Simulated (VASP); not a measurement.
# LiH in VASP: notebook

The runs below take LiH through single point, with PBE, r2SCAN, HSE06.

All numbers are computed with VASP 6.6.1; they aren't measurements. Logs are shortened: lines on timing, memory, paths and dates and some standing lists are left out, and cuts for length are marked.

### Step 1. The cell of the first run

Symmetry: Imm2, No. 44, orthorhombic system. The conventional cell has a = 3.020 Å, b = 3.047 Å, c = 4.290 Å, α = 90.00°, β = 90.00°, γ = 90.00°. Within 2.5 Å of Li (site symmetry mm2) lie 4 H at 1.85 to 1.86 Å. H (site symmetry mm2) has 4 Li at 1.85 to 1.86 Å within 2.5 Å.

### Step 2. Single point, PBE (shear xy strain -0.9%)

INCAR

```
PREC = Accurate
ENCUT = 520
EDIFF = 1E-7
ISMEAR = -1
SIGMA = 0.02
LREAL = F
LASPH = T
NELM = 100
ALGO = Normal
ISIF = 2
LWAVE = F
LCHARG = F
GGA = PE
NBANDS = 9
```

KPOINTS

```
Automatic mesh
0
Gamma
  10 10 10
```

POSCAR

```
LiH
1.0
   -0.0093312807      2.1451220099      2.1451220099
    2.1451220099     -0.0093312807      2.1451220099
    2.1357907291      2.1357907291      0.0000000000
Li H
1 1
Direct
   -0.0005290481     -0.0005290481      0.0005290481
    0.2505290481      0.2505290481      0.2494709519
```

Potentials or basis: VASP PAW PBE potentials, release 64 (Li_sv, H).

Launch:

```bash
> cat potpaw_PBE.64/Li_sv/POTCAR potpaw_PBE.64/H/POTCAR > POTCAR
> mpirun -np 1 vasp_std > vasp.out
```

OUTCAR:

```text
PREC = Accurate
   ENCUT = 520
   EDIFF = 1E-7
   ISMEAR = -1
   LREAL = F
   LASPH = T
   NELM = 100
   ISIF = 2
   GGA = PE

 ion  position               nearest neighbor table
   1  0.999  0.999  0.001-
   2  0.251  0.251  0.249-

  LATTYP: Found a body centered orthorhombic cell.
 ALAT       =     3.0204642155
 B/A-ratio  =     1.0087380104
 C/A-ratio  =     1.4203922688

  Lattice vectors:

 A1 = (   0.0093312807,  -2.1451220099,  -2.1451220099)
 A2 = (  -0.0093312808,   2.1451220098,  -2.1451220099)
 A3 = (   2.1451220099,  -0.0093312807,   2.1451220099)

Analysis of symmetry for initial positions (statically):
=====================================================================
 Subroutine PRICEL returns:
 Original cell was already a primitive cell.

 Routine SETGRP: Setting up the symmetry group for a
 body centered orthorhombic supercell.

 Subroutine GETGRP returns: Found  4 space group operations
 (whereof  4 operations were pure point group operations)
 out of a pool of  8 trial point group operations.

The static configuration has the point symmetry C_2v.

Analysis of symmetry for dynamics (positions and initial velocities):
=====================================================================
 Subroutine PRICEL returns:
 Original cell was already a primitive cell.

 Routine SETGRP: Setting up the symmetry group for a
 body centered orthorhombic supercell.

 Subroutine GETGRP returns: Found  4 space group operations
 (whereof  4 operations were pure point group operations)
 out of a pool of  8 trial point group operations.

The dynamic configuration has the point symmetry C_2v.

 Subroutine INISYM returns: Found  4 space group operations
 (whereof  4 operations are pure point group operations),
 and found     1 'primitive' translations

----------------------------------------------------------------------------------------

                                     Primitive cell

  volume of cell :      19.7414

  direct lattice vectors                    reciprocal lattice vectors
    -0.009331281  2.145122010  2.145122010    -0.232077438  0.232077438  0.233086975
     2.145122010 -0.009331281  2.145122010     0.232077438 -0.232077438  0.233086975
     2.135790729  2.135790729  0.000000000     0.234105333  0.234105333 -0.233086975

  length of vectors
[... 84 lines left out ...]
   EDIFFG = 0.1E-05   stopping-criterion for IOM
   NSW    =      0    number of steps for IOM
   IBRION =     -1    ionic relax: 0-MD 1-quasi-New 2-CG
   NFREE  =      0    steps in history (QN), initial steepest desc. (CG)
   ISIF   =      2    stress and relaxation
   ISYM   =      2    0-nonsym 1-usesym 2-fastsym
   POTIM  = 0.5000    time-step for ionic-motion
   TEBEG  =    0.0;   TEEND  =   0.0 temperature during run
   PSTRESS=    0.0 pullay stress
   NELECT =       4.0000    total number of electrons
   NUPDOWN=      -1.0000    fix difference up-down
   EMIN   =  10.00;   EMAX   =-10.00  energy-range for DOS
   EFERMI =   0.00;   METHOD = LEGACY
   ISMEAR =    -1;   SIGMA  =   0.02  broadening in eV -4-tet -1-fermi 0-gaus
   EFERMI_NEDOS =   21; number of points for ismear=-14 and -15
   IALGO  =     38    algorithm
   IMIX   =      4    mixing-type and parameters
     AMIX     =   0.40;   BMIX     =  1.00
     AMIX_MAG =   1.60;   BMIX_MAG =  1.00
  volume/ion in A,a.u.               =       9.87        66.61
  Fermi-wavevector in a.u.,A,eV,Ry     =   0.961543  1.817054 12.579481  0.924566
  Thomas-Fermi vector in A             =   2.090924
   LORBIT       =      0    0 simple, 1 ext, 2 COOP (PROOUT), +10 PAW based schemes
   GGA     = PE    functional components
   LHFCALC =     F    Hartree Fock is set to
   AEXX    =    0.0000 exact exchange contribution
   IVDW    =     0    specifies the selected vdW correction
   LEPSILON=     F    determine dielectric tensor
   LRPA    =     F    only Hartree local field effects (RPA)
 non-spin polarized calculation
  energy-cutoff  :      520.00
  volume of cell :       19.74
 maximum number of plane-waves:       544
   NGX = 11   NGY = 11   NGZ = 11

 number of electron       3.9999994 magnetization

 Free energy of the ion-electron system (eV)
  ---------------------------------------------------
  ext. energy  EPLUGINS =         0.00000000
  ---------------------------------------------------
  free energy    TOTEN  =        -6.03051086 eV

  energy without entropy =       -6.03051086  energy(sigma->0) =       -6.03051086

 E-fermi :  -1.0813     XC(G=0):  -7.6940

 val. band max:       -1.6850511757   @ k =  -0.3000   0.2000   0.5000
 cond. band min:       2.5363346272   @ k =   0.5000  -0.0000   0.0000
 fundamental gap:      4.2213858030
 Fermi energy:        -1.0812617096

 k-point     1 :       0.0000    0.0000    0.0000
  band No.  band energies     occupation
      1     -45.0098      2.00000
      2      -5.3501      2.00000
      3      11.4099      0.00000
      4      15.5164      0.00000
      5      15.6162      0.00000
      6      15.7103      0.00000
      7      18.0549      0.00000
      8      18.1792      0.00000
      9      18.3073      0.00000
[... 265 lines left out ...]
 k-point    24 :       0.4000    0.3000    0.0000
  band No.  band energies     occupation
      1     -44.9857      2.00000
      2      -2.9611      2.00000
      3       6.0125      0.00000
      4       9.0745      0.00000
      5      10.0451      0.00000
      6      11.5797      0.00000
      7      16.6967      0.00000
      8      25.4400      0.00000
      9      26.1610      0.00000

 [... further k-points ...]

------------------------ aborting loop because EDIFF is reached ----------------------------------------

  FORCE on cell =-STRESS in cart. coord.  units (eV):
  Direction    XX          YY          ZZ          XY          YZ          ZX
  --------------------------------------------------------------------------------------
  -------------------------------------------------------------------------------------
  Total       -0.0245006     -0.0245006     -0.0248962      0.0325294     -0.0000000     -0.0000000
  in kB       -1.9884240     -1.9884240     -2.0205289      2.6400339     -0.0000000     -0.0000000
  external PRESSURE =      -1.9991257 kB  Pullay stress =       0.0000000 kB

 VOLUME and BASIS-vectors are now :
 -----------------------------------------------------------------------------
  energy-cutoff  :      520.00
  volume of cell :       19.74
      direct lattice vectors                 reciprocal lattice vectors
    -0.009331281  2.145122010  2.145122010    -0.232077438  0.232077438  0.233086975
     2.145122010 -0.009331281  2.145122010     0.232077438 -0.232077438  0.233086975
     2.135790729  2.135790729  0.000000000     0.234105333  0.234105333 -0.233086975

 POSITION                                       TOTAL-FORCE (eV/Angst)
 -----------------------------------------------------------------------------------
      2.13579      2.13579      4.28797        -0.000000     -0.000000     -0.003813
      1.06790      1.06790      1.07483         0.000000      0.000000      0.003813
 -----------------------------------------------------------------------------------
    total drift:                               -0.000000     -0.000000     -0.000094

  FREE ENERGIE OF THE ION-ELECTRON SYSTEM (eV)
  ---------------------------------------------------
  free  energy   TOTEN  =        -6.0305108623 eV

  energy  without entropy=       -6.0305108623  energy(sigma->0) =       -6.03051086
```

OSZICAR:

```text
N       E                     dE             d eps       ncg     rms          rms(c)
DAV:   1    -0.783534380734E+00   -0.78353E+00   -0.14314E+03  3094   0.395E+02
DAV:   2    -0.628555166437E+01   -0.55020E+01   -0.54697E+01  4329   0.588E+01
DAV:   3    -0.637313932387E+01   -0.87588E-01   -0.87558E-01  3712   0.642E+00
DAV:   4    -0.637380109911E+01   -0.66178E-03   -0.66171E-03  4231   0.469E-01
DAV:   5    -0.637380529293E+01   -0.41938E-05   -0.41938E-05  3722   0.259E-02    0.331E+00
DAV:   6    -0.610137046483E+01    0.27243E+00   -0.26162E-01  3268   0.143E+00    0.161E+00
DAV:   7    -0.602511167628E+01    0.76259E-01   -0.29436E-01  3438   0.172E+00    0.290E-01
DAV:   8    -0.603053967355E+01   -0.54280E-02   -0.11739E-02  3594   0.546E-01    0.526E-02
DAV:   9    -0.603050874447E+01    0.30929E-04   -0.24082E-04  4004   0.703E-02    0.910E-03
DAV:  10    -0.603051109385E+01   -0.23494E-05   -0.11501E-05  3806   0.230E-02    0.511E-03
DAV:  11    -0.603051075337E+01    0.34048E-06   -0.16530E-06  4406   0.383E-03    0.714E-04
DAV:  12    -0.603051088899E+01   -0.13562E-06   -0.31958E-08  2466   0.131E-03    0.434E-04
DAV:  13    -0.603051086232E+01    0.26671E-07   -0.68986E-09  1728   0.434E-04
   1 F= -.60305109E+01 E0= -.60305109E+01  d E =-.119651E-14
```

stdout:

```text
POSCAR found type information on POSCAR LiH
 POSCAR found :  2 types and       2 ions
 scaLAPACK will be used
 LDA part: xc-table for (Slater+PW92), standard interpolation
 POSCAR, INCAR and KPOINTS ok, starting setup
 FFT: planning ... GRIDC
 FFT: planning ... GRID_SOFT
 FFT: planning ... GRID
 WAVECAR not read
 entering main loop
```

Run time: 11 s. Hardware: 1 thread of Intel Xeon 6975P-C (Granite Rapids), shared host; peak memory 0.15 GiB.

Results:

| Property | Result |
| --- | --- |
| Free energy | -6.0305 eV |
| Largest force | 0.004 eV/Å |
| Band gap on the k mesh | 4.22 eV (least direct gap 5.26 eV) |

Forces on the atoms (eV/Å):
```
Li   0.000  0.000 -0.004
H    0.000  0.000  0.004
```

Levels at points of the mesh, in eV from the valence-band top:
```csv
k point,band 1,band 2,band 3,band 4,band 5,band 6
"(0.00, 0.00, 0.00)",-43.32,-3.67,13.10,17.20,17.30,17.40
"(0.50, 0.00, 0.00)",-43.30,-1.06,4.22,15.10,15.16,16.11
"(0.50, 0.50, 0.00)",-43.29,-0.32,7.22,9.99,10.64,10.88
"(0.00, 0.00, 0.50)",-43.30,-1.01,4.26,15.01,15.06,16.06
"(0.50, 0.00, 0.50)",-43.29,-0.31,7.22,9.99,10.76,10.76
```

Caveat: the cell differs from its parent crystal (shear xy strain -0.9%); the cutoff is under 1.25 times the usual one of these potentials, so pressure, stress and relaxed cells hold a basis-set (Pulay) error. A k mesh can miss the band edges.

### Step 3. Single point, r2SCAN (shear xy strain -0.9%)

POSCAR is that of step 2.

INCAR.step1

```
  PREC = Accurate
  ENCUT = 520
  ISMEAR = 0
  SIGMA = 0.01
  LREAL = F
  LASPH = T
  NELM = 60
  NBANDS = 9
  GGA = PE
  ALGO = Normal
  EDIFF = 1E-4
  LWAVE = T
  LCHARG = F
```

INCAR.step2

```
  PREC = Accurate
  ENCUT = 520
  EDIFF = 1E-6
  ISMEAR = 0
  SIGMA = 0.01
  LREAL = F
  LASPH = T
  NELM = 60
  ALGO = Normal
  ISIF = 2
  LWAVE = F
  LCHARG = F
  METAGGA = R2SCAN
  LMIXTAU = T
  NBANDS = 9
  ISTART = 1
```

KPOINTS is that of step 2.

Potentials or basis: VASP PAW PBE potentials, release 64 (Li_sv, H).

Launch:

```bash
> cat potpaw_PBE.64/Li_sv/POTCAR potpaw_PBE.64/H/POTCAR > POTCAR
> cp INCAR.step1 INCAR
> mpirun -np 1 vasp_std > vasp.out
> cp INCAR.step2 INCAR
> mpirun -np 1 vasp_std > vasp.out
```

Run time: 50 s. Hardware: 1 thread of Intel Xeon 6975P-C (Granite Rapids), shared host; peak memory 0.15 GiB.

Results (log left out):

| Item | Value |
| --- | --- |
| Free energy | -6.7103 eV |
| Largest force | 0.003 eV/Å |
| Band gap on the k mesh | 4.80 eV (least direct gap 5.84 eV) |

Forces in eV/Å, atoms in the order of the input:
```
Li   0.000  0.000  0.003
H    0.000  0.000 -0.003
```

Levels at points of the mesh, in eV from the valence-band top:
```tsv
k point	band 1	band 2	band 3	band 4	band 5	band 6	band 7
(0.00, 0.00, 0.00)	-44.69	-3.65	14.15	18.80	18.90	19.01	20.43
(0.50, 0.00, 0.00)	-44.67	-1.05	4.80	16.28	16.35	17.40	19.93
(0.50, 0.50, 0.00)	-44.66	-0.30	7.87	10.80	11.44	11.70	20.01
(0.00, 0.00, 0.50)	-44.67	-1.00	4.84	16.18	16.24	17.34	19.82
(0.50, 0.00, 0.50)	-44.66	-0.30	7.87	10.80	11.57	11.57	20.01
```

Caveat: the cell differs from its parent crystal (shear xy strain -0.9%); the cutoff is under 1.25 times the usual one of these potentials, so pressure, stress and relaxed cells hold a basis-set (Pulay) error; the PAW data sets were made with another functional, which shifts forces and pressure a little.

(Continued in part 2 of 2.)
